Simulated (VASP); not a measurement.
# CdPd (P4/mmm) in VASP: a series of runs

CdPd is run at these levels: LDA; tasks: single point.

Program: VASP 6.6.1. These are calculated values, not measurements. Logs are shortened: lines on timing, memory, paths and dates and some standing lists are left out, and cuts for length are marked.

## Step 1: The cell of the first run

The structure is tetragonal, space group P4/mmm (No. 123). The conventional cell has a = 2.963 Å, b = 2.963 Å, c = 3.626 Å, α = 90.00°, β = 90.00°, γ = 90.00°. Within 3.7 Å of Cd (site symmetry 4/mmm) lie 8 Pd at 2.77 Å and 6 Cd at 2.96 to 3.63 Å. Pd (site symmetry 4/mmm) has 8 Cd at 2.77 Å and 6 Pd at 2.96 to 3.63 Å within 3.7 Å.

## Step 2: Single point, LDA

Contents of INCAR:

```
SYSTEM = CdPd
  ALGO = Normal
  EDIFF = 1E-6
  ENCUT = 520
  GGA = CA
  ISIF = 2
  ISMEAR = -1
  LASPH = .True.
  LCHARG = .False.
  LREAL = .False.
  LWAVE = .False.
  NBANDS = 18
  NELM = 80
  PREC = Accurate
  SIGMA = 0.05
```

Contents of KPOINTS:

```
k-points
0
Gamma
  14 14 11
  0 0 0
```

Contents of POSCAR:

```
CdPd
1.0
    2.9631240153      0.0000000000      0.0000000000
    0.0000000000      2.9631240153      0.0000000000
    0.0000000000      0.0000000000      3.6261122151
Cd Pd
1 1
Direct
    0.0000000000      0.0000000000      0.0000000000
    0.5000000000      0.5000000000      0.5000000000
```

Potentials or basis: VASP PAW LDA potentials, release 64 (Cd, Pd).

Launch:

```console
$ cat potpaw_LDA.64/Cd/POTCAR potpaw_LDA.64/Pd/POTCAR > POTCAR
$ mpirun -np 1 vasp_std > vasp.out
```

OUTCAR:

```text
SYSTEM = CdPd
   EDIFF = 1E-6
   ENCUT = 520
   GGA = CA
   ISIF = 2
   ISMEAR = -1
   LASPH = .True.
   LREAL = .False.
   NELM = 80
   PREC = Accurate

 ion  position               nearest neighbor table
   1  0.000  0.000  0.000-   2 2.77   2 2.77   2 2.77   2 2.77   2 2.77   2 2.77   2 2.77   2 2.77

   2  0.500  0.500  0.500-   1 2.77   1 2.77   1 2.77   1 2.77   1 2.77   1 2.77   1 2.77   1 2.77

  LATTYP: Found a simple tetragonal cell.
 ALAT       =     2.9631240153
 C/A-ratio  =     1.2237463557

  Lattice vectors:

 A1 = (   2.9631240153,   0.0000000000,   0.0000000000)
 A2 = (   0.0000000000,   2.9631240153,   0.0000000000)
 A3 = (   0.0000000000,   0.0000000000,   3.6261122151)

Analysis of symmetry for initial positions (statically):
=====================================================================
 Subroutine PRICEL returns:
 Original cell was already a primitive cell.

 Routine SETGRP: Setting up the symmetry group for a
 simple tetragonal supercell.

 Subroutine GETGRP returns: Found 16 space group operations
 (whereof 16 operations were pure point group operations)
 out of a pool of 16 trial point group operations.

The static configuration has the point symmetry D_4h.

Analysis of symmetry for dynamics (positions and initial velocities):
=====================================================================
 Subroutine PRICEL returns:
 Original cell was already a primitive cell.

 Routine SETGRP: Setting up the symmetry group for a
 simple tetragonal supercell.

 Subroutine GETGRP returns: Found 16 space group operations
 (whereof 16 operations were pure point group operations)
 out of a pool of 16 trial point group operations.

The dynamic configuration has the point symmetry D_4h.

 Subroutine INISYM returns: Found 16 space group operations
 (whereof 16 operations are pure point group operations),
 and found     1 'primitive' translations

----------------------------------------------------------------------------------------

                                     Primitive cell

  volume of cell :      31.8376

  direct lattice vectors                    reciprocal lattice vectors
     2.963124015  0.000000000  0.000000000     0.337481656  0.000000000  0.000000000
     0.000000000  2.963124015  0.000000000     0.000000000  0.337481656  0.000000000
     0.000000000  0.000000000  3.626112215     0.000000000  0.000000000  0.275777455

  length of vectors
     2.963124015  2.963124015  3.626112215     0.337481656  0.337481656  0.275777455

  position of ions in fractional coordinates (direct lattice)
     0.000000000  0.000000000  0.000000000
     0.500000000  0.500000000  0.500000000

  ion indices of the primitive-cell ions
   primitive index   ion index
                 1           1
                 2           2

----------------------------------------------------------------------------------------

 KPOINTS: k-points

Automatic generation of k-mesh.
 Grid dimensions read from file:
 generate k-points for:   14   14   11

 Generating k-lattice:

  Cartesian coordinates                     Fractional coordinates (reciprocal lattice)
     0.024105833  0.000000000  0.000000000     0.071428571  0.000000000  0.000000000
     0.000000000  0.024105833  0.000000000     0.000000000  0.071428571  0.000000000
     0.000000000  0.000000000  0.025070678     0.000000000  0.000000000  0.090909091

  Length of vectors
     0.024105833  0.024105833  0.025070678

  Shift w.r.t. Gamma in fractional coordinates (k-lattice)
     0.000000000  0.000000000  0.000000000

 Subroutine IBZKPT returns following result:
 ===========================================

 Found    216 irreducible k-points:

 Following reciprocal coordinates:
            Coordinates               Weight
  0.000000  0.000000  0.000000      1.000000
  0.071429  0.000000  0.000000      4.000000
  0.142857  0.000000  0.000000      4.000000
  0.214286  0.000000  0.000000      4.000000
  0.285714  0.000000  0.000000      4.000000
  0.357143  0.000000  0.000000      4.000000
[... 16 lines left out ...]
  0.285714  0.214286  0.000000      8.000000
  0.357143  0.214286  0.000000      8.000000
 [... further k-points ...]
   k-points           NKPTS =    216   k-points in BZ     NKDIM =    216   number of bands    NBANDS=     18
   number of dos      NEDOS =    301   number of ions     NIONS =      2
   total plane-waves  NPLWV =  16128
   dimension x,y,z NGX =    24 NGY =   24 NGZ =   28
   dimension x,y,z NGXF=    48 NGYF=   48 NGZF=   56
   ions per type =               1   1
   NGX,Y,Z   is equivalent  to a cutoff of  13.47, 13.47, 12.84 a.u.
   NGXF,Y,Z  is equivalent  to a cutoff of  26.93, 26.93, 25.67 a.u.
 SYSTEM =  CdPd
   PREC   = accura    normal or accurate (medium, high low for compatibility)
   ISTART =      0    job   : 0-new  1-cont  2-samecut
   ICHARG =      2    charge: 1-file 2-atom 10-const
   ISPIN  =      1    spin polarized calculation?
   LNONCOLLINEAR =      F non collinear calculations
   LSORBIT =      F    spin-orbit coupling
   LASPH  =      T    aspherical Exc in radial PAW
   ENCUT  =  520.0 eV  38.22 Ry    6.18 a.u.   5.51  5.51  6.74*2*pi/ulx,y,z
   NELM   =     80;   NELMIN=  2; NELMDL= -5     # of ELM steps
   EDIFF  = 0.1E-05   stopping-criterion for ELM
   LREAL  =      F    real-space projection
   EDIFFG = 0.1E-04   stopping-criterion for IOM
   NSW    =      0    number of steps for IOM
   IBRION =     -1    ionic relax: 0-MD 1-quasi-New 2-CG
   NFREE  =      0    steps in history (QN), initial steepest desc. (CG)
   ISIF   =      2    stress and relaxation
   ISYM   =      2    0-nonsym 1-usesym 2-fastsym
   POTIM  = 0.5000    time-step for ionic-motion
   TEBEG  =    0.0;   TEEND  =   0.0 temperature during run
   PSTRESS=    0.0 pullay stress
   NELECT =      22.0000    total number of electrons
   NUPDOWN=      -1.0000    fix difference up-down
   EMIN   =  10.00;   EMAX   =-10.00  energy-range for DOS
   EFERMI =   0.00;   METHOD = LEGACY
   ISMEAR =    -1;   SIGMA  =   0.05  broadening in eV -4-tet -1-fermi 0-gaus
   EFERMI_NEDOS =   21; number of points for ismear=-14 and -15
   IALGO  =     38    algorithm
   IMIX   =      4    mixing-type and parameters
     AMIX     =   0.40;   BMIX     =  1.00
     AMIX_MAG =   1.60;   BMIX_MAG =  1.00
  volume/ion in A,a.u.               =      15.92       107.43
  Fermi-wavevector in a.u.,A,eV,Ry     =   1.447334  2.735065 28.501153  2.094776
  Thomas-Fermi vector in A             =   2.565301
   LORBIT       =      0    0 simple, 1 ext, 2 COOP (PROOUT), +10 PAW based schemes
   GGA     = CA    functional components
   LHFCALC =     F    Hartree Fock is set to
   AEXX    =    0.0000 exact exchange contribution
   IVDW    =     0    specifies the selected vdW correction
   LEPSILON=     F    determine dielectric tensor
   LRPA    =     F    only Hartree local field effects (RPA)
 non-spin polarized calculation
  energy-cutoff  :      520.00
  volume of cell :       31.84
 maximum number of plane-waves:       875
 NGX is ok and might be reduce to    24
   NGX = 11   NGY = 11   NGZ = 13

 number of electron      22.0000009 magnetization

 Free energy of the ion-electron system (eV)
  ---------------------------------------------------
  ext. energy  EPLUGINS =         0.00000000
  ---------------------------------------------------
  free energy    TOTEN  =        -8.86864456 eV

  energy without entropy =       -8.86520020  energy(sigma->0) =       -8.86692238

 E-fermi :   6.7359     XC(G=0): -13.0527

 val. band max:        6.7024600016   @ k =   0.0714   0.0714   0.2727
 cond. band min:       6.7497408071   @ k =   0.5000   0.0000   0.2727
 fundamental gap:      0.0472808055
 Fermi energy:         6.7358923477

 k-point     1 :       0.0000    0.0000    0.0000
  band No.  band energies     occupation
      1      -2.8955      2.00000
      2      -2.7530      2.00000
      3      -2.2425      2.00000
      4      -1.7050      2.00000
      5      -1.7050      2.00000
      6      -1.3974      2.00000
[... 10 lines left out ...]
     17      22.4530      0.00000
     18      23.2003      0.00000

 k-point     2 :       0.0714    0.0000    0.0000
  band No.  band energies     occupation
      1      -2.8623      2.00000
      2      -2.6971      2.00000
      3      -2.1618      2.00000
      4      -1.7292      2.00000
      5      -1.6952      2.00000
      6      -1.4191      2.00000
[... 10 lines left out ...]
     17      23.1852      0.00000
     18      23.2576      0.00000

 k-point     3 :       0.1429    0.0000    0.0000
  band No.  band energies     occupation
      1      -2.7924      2.00000
      2      -2.5383      2.00000
      3      -1.8949      2.00000
      4      -1.7964      2.00000
      5      -1.6676      2.00000
      6      -1.4791      2.00000
[... 10 lines left out ...]
     17      23.3061      0.00000
     18      24.4109      0.00000

 k-point     4 :       0.2143    0.0000    0.0000
  band No.  band energies     occupation
      1      -2.7095      2.00000
      2      -2.3327      2.00000
      3      -1.8920      2.00000
      4      -1.6271      2.00000
      5      -1.5645      2.00000
      6      -1.4044      2.00000
[... 375 lines left out ...]
      4      -1.9672      2.00000
      5      -1.7987      2.00000
      6      -0.3987      2.00000
[... 10 lines left out ...]
     17      22.6543      0.00000
     18      23.5665      0.00000

 k-point    23 :       0.2857    0.2143    0.0000
  band No.  band energies     occupation
      1      -2.2335      2.00000
      2      -2.0875      2.00000
      3      -2.0874      2.00000
      4      -2.0199      2.00000
      5      -1.8550      2.00000
      6       0.2639      2.00000
[... 10 lines left out ...]
     17      21.5542      0.00000
     18      22.1373      0.00000

 k-point    24 :       0.3571    0.2143    0.0000
  band No.  band energies     occupation
      1      -2.2699      2.00000
      2      -2.1851      2.00000
      3      -2.1188      2.00000
      4      -1.8913      2.00000
      5      -1.8333      2.00000
      6       1.0666      2.00000
[... 10 lines left out ...]
     17      20.3201      0.00000
     18      20.6136      0.00000

 [... further k-points ...]

------------------------ aborting loop because EDIFF is reached ----------------------------------------

  FORCE on cell =-STRESS in cart. coord.  units (eV):
  Direction    XX          YY          ZZ          XY          YZ          ZX
  --------------------------------------------------------------------------------------
  -------------------------------------------------------------------------------------
  Total        0.2987056      0.2987056      0.3313371      0.0000000     -0.0000000      0.0000000
  in kB       15.0318730     15.0318730     16.6739971      0.0000000     -0.0000000      0.0000000
  external PRESSURE =      15.5792477 kB  Pullay stress =       0.0000000 kB

 VOLUME and BASIS-vectors are now :
 -----------------------------------------------------------------------------
  energy-cutoff  :      520.00
  volume of cell :       31.84
      direct lattice vectors                 reciprocal lattice vectors
     2.963124015  0.000000000  0.000000000     0.337481656  0.000000000  0.000000000
     0.000000000  2.963124015  0.000000000     0.000000000  0.337481656  0.000000000
     0.000000000  0.000000000  3.626112215     0.000000000  0.000000000  0.275777455

 POSITION                                       TOTAL-FORCE (eV/Angst)
 -----------------------------------------------------------------------------------
      0.00000      0.00000      0.00000         0.000000      0.000000      0.000000
      1.48156      1.48156      1.81306         0.000000      0.000000      0.000000
 -----------------------------------------------------------------------------------
    total drift:                                0.000000      0.000000     -0.000000

  FREE ENERGIE OF THE ION-ELECTRON SYSTEM (eV)
  ---------------------------------------------------
  free  energy   TOTEN  =        -8.8686445632 eV

  energy  without entropy=       -8.8652001962  energy(sigma->0) =       -8.86692238
```

It used 95 s of CPU time on 1 thread of AMD EPYC 7R13 Processor (Zen 3) (shared host).

Results:

- Free energy: -8.8686 eV
- Pressure: 1.6 GPa
- Band gap on the k mesh: zero (band 11 reaches 10.84 eV, above the bottom of band 12 at 5.09 eV)

Levels at points of the mesh, in eV from the Fermi level:
| k point | band 7 | band 8 | band 9 | band 10 | band 11 | band 12 | band 13 | band 14 | band 15 | band 16 |
| --- | --- | --- | --- | --- | --- | --- | --- | --- | --- | --- |
| (0.00, 0.00, 0.00) | -3.77 | -3.30 | -1.76 | -1.76 | -1.44 | 2.79 | 8.53 | 8.53 | 9.34 | 15.42 |
| (0.50, 0.00, 0.00) | -3.70 | -3.69 | -3.44 | -2.55 | -2.01 | 0.36 | 10.27 | 10.34 | 10.63 | 12.00 |
| (0.50, 0.50, 0.00) | -2.23 | -2.23 | -2.23 | -0.79 | -0.05 | -0.05 | 5.22 | 5.87 | 10.46 | 11.47 |

## Step 3: Single point, LDA

Contents of INCAR:

```
  PREC = Accurate
  ENCUT = 520
  EDIFF = 1E-6
  ISMEAR = -1
  SIGMA = 0.05
  LREAL = False
  LASPH = True
  NELM = 60
  ALGO = Normal
  ISIF = 2
  LWAVE = False
  LCHARG = False
  NBANDS = 18
```

Contents of KPOINTS:

```
regular mesh
0
Gamma
  14 14 11
```

POSCAR is that of step 2.

Potentials or basis: VASP PAW LDA potentials, release 64 (Cd, Pd).

Launch:

```console
$ cat potpaw_LDA.64/Cd/POTCAR potpaw_LDA.64/Pd/POTCAR > POTCAR
$ mpirun -np 1 vasp_std > vasp.out
```

It used 140 s of CPU time on 1 thread of AMD EPYC 7R13 Processor (Zen 3) (shared host).

The run converged. Its results:

| Quantity | Value |
| --- | --- |
| Free energy | -8.8686 eV |
| Pressure | 1.6 GPa |
| Band gap on the k mesh | zero (band 11 reaches 10.84 eV, above the bottom of band 12 at 5.09 eV) |

Stress tensor (GPa, compression positive):
```
1.50 0.00 0.00
0.00 1.50 0.00
0.00 0.00 1.67
```

Levels at points of the mesh, in eV from the Fermi level:
```csv
k point,band 8,band 9,band 10,band 11,band 12,band 13,band 14,band 15
"(0.00, 0.00, 0.00)",-3.30,-1.76,-1.76,-1.44,2.79,8.53,8.53,9.34
"(0.50, 0.00, 0.00)",-3.69,-3.44,-2.55,-2.01,0.36,10.27,10.34,10.63
"(0.50, 0.50, 0.00)",-2.23,-2.23,-0.79,-0.05,-0.05,5.22,5.87,10.46
```

## Step 4: Single point, LDA

Contents of INCAR:

```
SYSTEM = CdPd
PREC = Accurate ; ENCUT = 520
EDIFF = 1E-7 ; ISMEAR = -1
SIGMA = 0.05 ; LREAL = .FALSE.
LASPH = .TRUE. ; NELM = 60
ALGO = Normal ; ISIF = 2
LWAVE = .FALSE. ; LCHARG = .TRUE.
LELF = .TRUE. ; LVHAR = .TRUE.
NBANDS = 18
```

Contents of KPOINTS:

```
Automatic mesh
0
G
  14 14 11
  0 0 0
```

POSCAR is that of step 3.

Potentials or basis: VASP PAW LDA potentials, release 64 (Cd, Pd).

Launch:

```console
$ cat potpaw_LDA.64/Cd/POTCAR potpaw_LDA.64/Pd/POTCAR > POTCAR
$ mpirun -np 1 vasp_std > vasp.out
```

OUTCAR:

```text
SYSTEM = CdPd
   PREC = Accurate
   ENCUT = 520
   EDIFF = 1E-7
   ISMEAR = -1
   LREAL = .FALSE.
   LASPH = .TRUE.
   NELM = 60
   ISIF = 2

 ion  position               nearest neighbor table
   1  0.000  0.000  0.000-   2 2.77   2 2.77   2 2.77   2 2.77   2 2.77   2 2.77   2 2.77   2 2.77

   2  0.500  0.500  0.500-   1 2.77   1 2.77   1 2.77   1 2.77   1 2.77   1 2.77   1 2.77   1 2.77

  LATTYP: Found a simple tetragonal cell.
 ALAT       =     2.9631240153
 C/A-ratio  =     1.2237463557

  Lattice vectors:

[... 692 lines left out ...]

  FORCE on cell =-STRESS in cart. coord.  units (eV):
  Direction    XX          YY          ZZ          XY          YZ          ZX
  --------------------------------------------------------------------------------------
  -------------------------------------------------------------------------------------
  Total        0.2988698      0.2988698      0.3315371      0.0000000     -0.0000000      0.0000000
  in kB       15.0401346     15.0401346     16.6840620      0.0000000     -0.0000000      0.0000000
  external PRESSURE =      15.5881104 kB  Pullay stress =       0.0000000 kB

 VOLUME and BASIS-vectors are now :
 -----------------------------------------------------------------------------
  energy-cutoff  :      520.00
  volume of cell :       31.84
      direct lattice vectors                 reciprocal lattice vectors
     2.963124015  0.000000000  0.000000000     0.337481656  0.000000000  0.000000000
     0.000000000  2.963124015  0.000000000     0.000000000  0.337481656  0.000000000
     0.000000000  0.000000000  3.626112215     0.000000000  0.000000000  0.275777455

 POSITION                                       TOTAL-FORCE (eV/Angst)
 -----------------------------------------------------------------------------------
      0.00000      0.00000      0.00000         0.000000      0.000000      0.000000
      1.48156      1.48156      1.81306         0.000000      0.000000      0.000000
 -----------------------------------------------------------------------------------
    total drift:                                0.000000      0.000000     -0.000000

  FREE ENERGIE OF THE ION-ELECTRON SYSTEM (eV)
  ---------------------------------------------------
  free  energy   TOTEN  =        -8.8686445642 eV

  energy  without entropy=       -8.8652001973  energy(sigma->0) =       -8.86692238
```

stdout:

```text
POSCAR found type information on POSCAR CdPd
 POSCAR found :  2 types and       2 ions
 scaLAPACK will be used
 LDA part: xc-table for (Slater(with rela. corr.)+CA(PZ))
 , standard interpolation
 POSCAR, INCAR and KPOINTS ok, starting setup
 FFT: planning ... GRIDC
 FFT: planning ... GRID_SOFT
 FFT: planning ... GRID
 WAVECAR not read
 entering main loop
```

It used 200 s of CPU time on 1 thread of AMD EPYC 7R13 Processor (Zen 3), with other jobs on the host.

Results:

```yaml
Free_energy: -8.8686 eV
Pressure: 1.6 GPa
Band_gap_on_the_k_mesh: zero (band 11 reaches 10.84 eV, above the bottom of band 12 at 5.09 eV)
```

Levels at points of the mesh, in eV from the Fermi level:
```csv
k point,band 9,band 10,band 11,band 12,band 13,band 14
"(0.00, 0.00, 0.00)",-1.76,-1.76,-1.44,2.79,8.53,8.53
"(0.50, 0.00, 0.00)",-3.44,-2.55,-2.01,0.36,10.27,10.34
"(0.50, 0.50, 0.00)",-2.23,-0.79,-0.05,-0.05,5.22,5.87
```
